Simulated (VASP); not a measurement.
# Al16Au in VASP: a series of runs

Runs on Al16Au. Level: PBE+D3(BJ). Tasks: single point.

Program: VASP 6.6.1. These are calculated values, not measurements. Logs are shortened: lines on timing, memory, paths and dates and some standing lists are left out, and cuts for length are marked.

## Step 1: The cell of the first run

The cell holds a slab with vacuum, 17 atoms: a = 5.632 Å, b = 7.965 Å, c = 21.229 Å, α = 90.00°, β = 90.00°, γ = 90.00°.

## Step 2: Single point, PBE+D3(BJ)

Contents of INCAR:

```
PREC = Accurate
ENCUT = 520
EDIFF = 1E-6
ISMEAR = 0
SIGMA = 0.1
LREAL = Auto
LASPH = True
NELM = 60
ALGO = Normal
ISIF = 2
LWAVE = False
LCHARG = False
LDIPOL = True
IDIPOL = 3
DIPOL = 0.5 0.5 0.301
GGA = PE
IVDW = 12
NBANDS = 44
```

Contents of KPOINTS:

```
regular mesh
0
Gamma
  5 4 1
```

Contents of POSCAR:

```
Al16Au
1.0
    5.6324246412      0.0000000000      0.0000000000
    0.0000000000      7.9654513166      0.0000000000
    0.0000000000      0.0000000000     21.2293510975
Al Au
16 1
Direct
    0.2500000000      0.2500000000      0.1884183827
    0.2500000000      0.7500000000      0.1884183827
    0.7500000000      0.2500000000      0.1884183827
    0.7500000000      0.7500000000      0.1884183827
    0.0000000000      0.0000000000      0.2547466541
    0.0000000000      0.5000000000      0.2547466541
    0.5000000000      0.0000000000      0.2547466541
    0.5000000000      0.5000000000      0.2547466541
    0.2500000000      0.2500000000      0.3240951258
    0.2500000000      0.7500000000      0.3240951258
    0.7500000000      0.2500000000      0.3240951258
    0.7500000000      0.7500000000      0.3240951258
    0.0000000000      0.0000000000      0.3876402562
    0.0000000000      0.5000000000      0.3876402562
    0.5000000000      0.0000000000      0.3876402562
    0.5000000000      0.5000000000      0.3876402562
    0.0000000000      0.1250000000      0.4912703667
```

Potentials or basis: VASP PAW PBE potentials, release 64 (Al, Au).

Run with:

```
cat potpaw_PBE.64/Al/POTCAR potpaw_PBE.64/Au/POTCAR > POTCAR
mpirun -np 1 vasp_std > vasp.out
```

OUTCAR:

```text
PREC = Accurate
   ENCUT = 520
   EDIFF = 1E-6
   ISMEAR = 0
   LREAL = Auto
   LASPH = True
   NELM = 60
   ISIF = 2
   GGA = PE
   IVDW = 12
 IVDW          = 12

 ion  position               nearest neighbor table
   1  0.250  0.250  0.188-   3 2.82   3 2.82   6 2.82   7 2.82   8 2.82   5 2.82   9 2.88
   2  0.250  0.750  0.188-   4 2.82   4 2.82   6 2.82   7 2.82   8 2.82   5 2.82  10 2.88
   3  0.750  0.250  0.188-   1 2.82   1 2.82   6 2.82   7 2.82   8 2.82   5 2.82  11 2.88
   4  0.750  0.750  0.188-   2 2.82   2 2.82   6 2.82   7 2.82   8 2.82   5 2.82  12 2.88
   5  0.000  0.000  0.255-   7 2.82   7 2.82   3 2.82   4 2.82   1 2.82   2 2.82  13 2.82  11 2.85
                            12 2.85   9 2.85  10 2.85
   6  0.000  0.500  0.255-   8 2.82   8 2.82   3 2.82   4 2.82   1 2.82   2 2.82  14 2.82  11 2.85
                            12 2.85   9 2.85  10 2.85
   7  0.500  0.000  0.255-   5 2.82   5 2.82   3 2.82   4 2.82   1 2.82   2 2.82  15 2.82  11 2.85
                            12 2.85   9 2.85  10 2.85
   8  0.500  0.500  0.255-   6 2.82   6 2.82   3 2.82   4 2.82   1 2.82   2 2.82  16 2.82  11 2.85
                            12 2.85   9 2.85  10 2.85
   9  0.250  0.250  0.324-  13 2.79  14 2.79  15 2.79  16 2.79  11 2.82  11 2.82   7 2.85   8 2.85
                             5 2.85   6 2.85   1 2.88
  10  0.250  0.750  0.324-  13 2.79  14 2.79  15 2.79  16 2.79  12 2.82  12 2.82   7 2.85   8 2.85
                             5 2.85   6 2.85   2 2.88
  11  0.750  0.250  0.324-  13 2.79  14 2.79  15 2.79  16 2.79   9 2.82   9 2.82   7 2.85   8 2.85
                             5 2.85   6 2.85   3 2.88
  12  0.750  0.750  0.324-  13 2.79  14 2.79  15 2.79  16 2.79  10 2.82  10 2.82   7 2.85   8 2.85
                             5 2.85   6 2.85   4 2.88
  13  0.000  0.000  0.388-  17 2.41  10 2.79  11 2.79  12 2.79   9 2.79  15 2.82  15 2.82   5 2.82

  14  0.000  0.500  0.388-   9 2.79  10 2.79  11 2.79  12 2.79  16 2.82  16 2.82   6 2.82
  15  0.500  0.000  0.388-   9 2.79  10 2.79  11 2.79  12 2.79  13 2.82  13 2.82   7 2.82
  16  0.500  0.500  0.388-   9 2.79  10 2.79  11 2.79  12 2.79  14 2.82  14 2.82   8 2.82
  17  0.000  0.125  0.491-  13 2.41

  LATTYP: Found a simple orthorhombic cell.
 ALAT       =     5.6324246412
 B/A-ratio  =     1.4142135624
 C/A-ratio  =     3.7691318482

  Lattice vectors:

 A1 = (   5.6324246412,   0.0000000000,   0.0000000000)
 A2 = (   0.0000000000,   7.9654513166,   0.0000000000)
 A3 = (   0.0000000000,   0.0000000000,  21.2293510975)

Analysis of symmetry for initial positions (statically):
=====================================================================
 Subroutine PRICEL returns:
 Original cell was already a primitive cell.

 Routine SETGRP: Setting up the symmetry group for a
 simple orthorhombic supercell.

 Subroutine GETGRP returns: Found  2 space group operations
 (whereof  2 operations were pure point group operations)
 out of a pool of  8 trial point group operations.

The static configuration has the point symmetry C_1h.

Analysis of symmetry for dynamics (positions and initial velocities):
=====================================================================
 Subroutine PRICEL returns:
 Original cell was already a primitive cell.

 Routine SETGRP: Setting up the symmetry group for a
 simple orthorhombic supercell.

 Subroutine GETGRP returns: Found  2 space group operations
 (whereof  2 operations were pure point group operations)
 out of a pool of  8 trial point group operations.

The dynamic configuration has the point symmetry C_1h.

 Subroutine INISYM returns: Found  2 space group operations
 (whereof  2 operations are pure point group operations),
 and found     1 'primitive' translations

----------------------------------------------------------------------------------------

                                     Primitive cell

  volume of cell :     952.4507

  direct lattice vectors                    reciprocal lattice vectors
     5.632424641  0.000000000  0.000000000     0.177543432  0.000000000  0.000000000
     0.000000000  7.965451317  0.000000000     0.000000000  0.125542165  0.000000000
     0.000000000  0.000000000 21.229351098     0.000000000  0.000000000  0.047104596

  length of vectors
     5.632424641  7.965451317 21.229351098     0.177543432  0.125542165  0.047104596

  position of ions in fractional coordinates (direct lattice)
     0.250000000  0.250000000  0.188418383
     0.250000000  0.750000000  0.188418383
     0.750000000  0.250000000  0.188418383
     0.750000000  0.750000000  0.188418383
     0.000000000  0.000000000  0.254746654
     0.000000000  0.500000000  0.254746654
[... 9 lines left out ...]
     0.500000000  0.500000000  0.387640256
     0.000000000  0.125000000  0.491270367

  ion indices of the primitive-cell ions
   primitive index   ion index
                 1           1
                 2           2
                 3           3
                 4           4
                 5           5
                 6           6
[... 9 lines left out ...]
                16          16
                17          17

----------------------------------------------------------------------------------------

 KPOINTS: regular mesh

Automatic generation of k-mesh.
 Grid dimensions read from file:
 generate k-points for:    5    4    1

 Generating k-lattice:

  Cartesian coordinates                     Fractional coordinates (reciprocal lattice)
     0.035508686  0.000000000  0.000000000     0.200000000  0.000000000  0.000000000
     0.000000000  0.031385541  0.000000000     0.000000000  0.250000000  0.000000000
     0.000000000  0.000000000  0.047104596     0.000000000  0.000000000  1.000000000

  Length of vectors
     0.035508686  0.031385541  0.047104596

  Shift w.r.t. Gamma in fractional coordinates (k-lattice)
     0.000000000  0.000000000  0.000000000

 Subroutine IBZKPT returns following result:
 ===========================================

 Found      9 irreducible k-points:

 Following reciprocal coordinates:
            Coordinates               Weight
  0.000000  0.000000  0.000000      1.000000
  0.200000  0.000000  0.000000      2.000000
  0.400000  0.000000  0.000000      2.000000
  0.000000  0.250000  0.000000      2.000000
  0.200000  0.250000  0.000000      4.000000
  0.400000  0.250000  0.000000      4.000000
  0.000000  0.500000  0.000000      1.000000
  0.200000  0.500000  0.000000      2.000000
  0.400000  0.500000  0.000000      2.000000
   k-points           NKPTS =      9   k-points in BZ     NKDIM =      9   number of bands    NBANDS=     44
   number of dos      NEDOS =    301   number of ions     NIONS =     17
   total plane-waves  NPLWV = 403200
   dimension x,y,z NGX =    42 NGY =   60 NGZ =  160
   dimension x,y,z NGXF=    84 NGYF=  120 NGZF=  320
   ions per type =              16   1
   NGX,Y,Z   is equivalent  to a cutoff of  12.40, 12.52, 12.53 a.u.
   NGXF,Y,Z  is equivalent  to a cutoff of  24.79, 25.05, 25.06 a.u.
 SYSTEM =  unknown system
   PREC   = accura    normal or accurate (medium, high low for compatibility)
   ISTART =      0    job   : 0-new  1-cont  2-samecut
   ICHARG =      2    charge: 1-file 2-atom 10-const
   ISPIN  =      1    spin polarized calculation?
   LNONCOLLINEAR =      F non collinear calculations
   LSORBIT =      F    spin-orbit coupling
   LASPH  =      T    aspherical Exc in radial PAW
   ENCUT  =  520.0 eV  38.22 Ry    6.18 a.u.  10.47 14.81 39.47*2*pi/ulx,y,z
   NELM   =     60;   NELMIN=  2; NELMDL= -5     # of ELM steps
   EDIFF  = 0.1E-05   stopping-criterion for ELM
   LREAL  =      T    real-space projection
   EDIFFG = 0.1E-04   stopping-criterion for IOM
   NSW    =      0    number of steps for IOM
   IBRION =     -1    ionic relax: 0-MD 1-quasi-New 2-CG
   NFREE  =      0    steps in history (QN), initial steepest desc. (CG)
   ISIF   =      2    stress and relaxation
   ISYM   =      2    0-nonsym 1-usesym 2-fastsym
   POTIM  = 0.5000    time-step for ionic-motion
   TEBEG  =    0.0;   TEEND  =   0.0 temperature during run
   PSTRESS=    0.0 pullay stress
   NELECT =      59.0000    total number of electrons
   NUPDOWN=      -1.0000    fix difference up-down
   EMIN   =  10.00;   EMAX   =-10.00  energy-range for DOS
   EFERMI =   0.00;   METHOD = LEGACY
   ISMEAR =     0;   SIGMA  =   0.10  broadening in eV -4-tet -1-fermi 0-gaus
   EFERMI_NEDOS =   21; number of points for ismear=-14 and -15
   IALGO  =     38    algorithm
   IMIX   =      4    mixing-type and parameters
     AMIX     =   0.40;   BMIX     =  1.00
     AMIX_MAG =   1.60;   BMIX_MAG =  1.00
  volume/ion in A,a.u.               =      56.03       378.09
  Fermi-wavevector in a.u.,A,eV,Ry     =   0.647756  1.224081  5.708836  0.419588
  Thomas-Fermi vector in A             =   1.716167
   LORBIT       =      0    0 simple, 1 ext, 2 COOP (PROOUT), +10 PAW based schemes
   GGA     = PE    functional components
   LHFCALC =     F    Hartree Fock is set to
   AEXX    =    0.0000 exact exchange contribution
   IVDW    =    12    specifies the selected vdW correction
   LEPSILON=     F    determine dielectric tensor
   LRPA    =     F    only Hartree local field effects (RPA)
 non-spin polarized calculation
 Gauss-broadening in eV      SIGMA  =   0.10
  energy-cutoff  :      520.00
  volume of cell :      952.45
 maximum number of plane-waves:     25710
 NGX is ok and might be reduce to    42
   NGX = 21   NGY = 29   NGZ = 79

 dipolmoment           0.000000      0.000000     -0.160707 electrons x Angstroem

 number of electron      59.0000003 magnetization

 dipolmoment           0.000000      0.000000      0.108652 electrons x Angstroem

 Free energy of the ion-electron system (eV)
  ---------------------------------------------------
  ext. energy  EPLUGINS =         0.00000000
  ---------------------------------------------------
  free energy    TOTEN  =       -57.41450200 eV

  energy without entropy =      -57.37036273  energy(sigma->0) =      -57.39243236

 E-fermi :  -0.6016     XC(G=0):  -4.0893

 val. band max:       -0.6038007850   @ k =   0.2000   0.2500   0.0000
 cond. band min:      -0.5897893390   @ k =   0.0000   0.2500   0.0000
 fundamental gap:      0.0140114461
 Fermi energy:        -0.6016228488

 k-point     1 :       0.0000    0.0000    0.0000
  band No.  band energies     occupation
      1     -11.0473      2.00000
      2      -8.8045      2.00000
      3      -8.7403      2.00000
      4      -8.6318      2.00000
      5      -6.5505      2.00000
      6      -6.4739      2.00000
[... 33 lines left out ...]
     40       1.4798      0.00000
     41       1.5437      0.00000

 k-point     2 :       0.2000    0.0000    0.0000
  band No.  band energies     occupation
      1     -10.8617      2.00000
      2      -8.6233      2.00000
      3      -8.5577      2.00000
      4      -8.4499      2.00000
      5      -8.1079      2.00000
      6      -6.3095      2.00000
[... 33 lines left out ...]
     40       1.4117      0.00000
     41       1.8510      0.00000

 k-point     3 :       0.4000    0.0000    0.0000
  band No.  band energies     occupation
      1     -10.3067      2.00000
      2      -9.3858      2.00000
      3      -8.0799      2.00000
      4      -8.0119      2.00000
      5      -7.9042      2.00000
      6      -7.1748      2.00000
[... 214 lines left out ...]
      1     -10.2926      2.00000
      2     -10.2806      2.00000
      3      -7.9564      2.00000
      4      -7.8742      2.00000
      5      -7.5510      2.00000
      6      -7.5383      2.00000
[... 33 lines left out ...]
     40       1.6021      0.00000
     41       1.6346      0.00000

 k-point     9 :       0.4000    0.5000    0.0000
  band No.  band energies     occupation
      1      -9.7405      2.00000
      2      -9.7277      2.00000
      3      -8.8237      2.00000
      4      -8.8101      2.00000
      5      -7.4198      2.00000
      6      -7.3269      2.00000
[... 33 lines left out ...]
     40       1.9627      0.00000
     41       2.0405      0.00000
 [bands above 41 left out]

------------------------ aborting loop because EDIFF is reached ----------------------------------------

 vacuum level on the upper side and lower side of the slab       (xc-potential included)         0.096        -0.316

 Edisp (eV)   -3.66591

 E8    (eV) :    -1.7191

  FORCE on cell =-STRESS in cart. coord.  units (eV):
  Direction    XX          YY          ZZ          XY          YZ          ZX
  --------------------------------------------------------------------------------------
  -------------------------------------------------------------------------------------
  Total     -11.77534    -3.94185    -2.30234     0.00000     0.12255     0.00000
  in kB     -19.80804    -6.63084    -3.87292     0.00000     0.20616     0.00000
  external pressure =      -10.10 kB  Pullay stress =        0.00 kB

 VOLUME and BASIS-vectors are now :
 -----------------------------------------------------------------------------
  energy-cutoff  :      520.00
  volume of cell :      952.45
      direct lattice vectors                 reciprocal lattice vectors
     5.632424641  0.000000000  0.000000000     0.177543432  0.000000000  0.000000000
     0.000000000  7.965451317  0.000000000     0.000000000  0.125542165  0.000000000
     0.000000000  0.000000000 21.229351098     0.000000000  0.000000000  0.047104596

 POSITION                                       TOTAL-FORCE (eV/Angst)
 -----------------------------------------------------------------------------------
      1.40811      1.99136      4.00000        -0.012978      0.001728      0.170234
      1.40811      5.97409      4.00000         0.085760     -0.034095      0.138335
      4.22432      1.99136      4.00000         0.012978      0.001728      0.170234
      4.22432      5.97409      4.00000        -0.085760     -0.034095      0.138335
      0.00000      0.00000      5.40811         0.000000      0.025319     -0.173666
      0.00000      3.98273      5.40811         0.000000     -0.003693     -0.102151
[... 9 lines left out ...]
      2.81621      3.98273      8.22935         0.000000      0.009347     -0.012663
      0.00000      0.99568     10.42935         0.000000      0.031613     -0.549351
 -----------------------------------------------------------------------------------
    total drift:                               -0.000000      0.000384     -0.002557

  FREE ENERGIE OF THE ION-ELECTRON SYSTEM (eV)
  ---------------------------------------------------
  free  energy   TOTEN  =       -61.0804096809 eV

  energy  without entropy=      -61.0362704015  energy(sigma->0) =      -61.05834004

 vacuum level on the upper side and lower side of the slab         3.858         3.436
```

It took 6.9 min on 1 thread of Intel Xeon 6975P-C (Granite Rapids), shared host; peak memory 0.88 GiB.

Results:

```yaml
Free_energy: -61.0804 eV
Largest_force: 0.550 eV/Å
Band_gap_on_the_k_mesh: zero (an odd number of electrons rules out a gap without spin polarisation)
Dispersion_energy_per_atom: -0.216 eV
```

Forces on the atoms (eV/Å):
```
Al  -0.013  0.002  0.170
Al   0.086 -0.034  0.138
Al   0.013  0.002  0.170
Al  -0.086 -0.034  0.138
Al   0.000  0.025 -0.174
Al   0.000 -0.004 -0.102
Al   0.000 -0.047 -0.102
Al   0.000  0.048 -0.087
Al   0.066 -0.019 -0.119
Al   0.070  0.078 -0.001
Al  -0.066 -0.019 -0.119
Al  -0.070  0.078 -0.001
Al   0.000  0.079  0.412
Al   0.000 -0.172  0.200
Al   0.000 -0.022  0.038
Al   0.000  0.009 -0.013
Au   0.000  0.032 -0.549
```

Levels at points of the mesh, in eV from the Fermi level:
| k point | band 26 | band 27 | band 28 | band 29 | band 30 | band 31 | band 32 | band 33 |
| --- | --- | --- | --- | --- | --- | --- | --- | --- |
| (0.00, 0.00, 0.00) | -1.60 | -0.72 | -0.71 | -0.59 | -0.38 | -0.11 | 0.18 | 0.26 |
| (0.00, 0.50, 0.00) | -0.87 | -0.87 | -0.83 | -0.82 | -0.28 | 0.27 | 0.31 | 0.33 |

Caveat: spin-orbit coupling is left out, which moves the levels of the heavy elements.

[end of part 1 of 2]
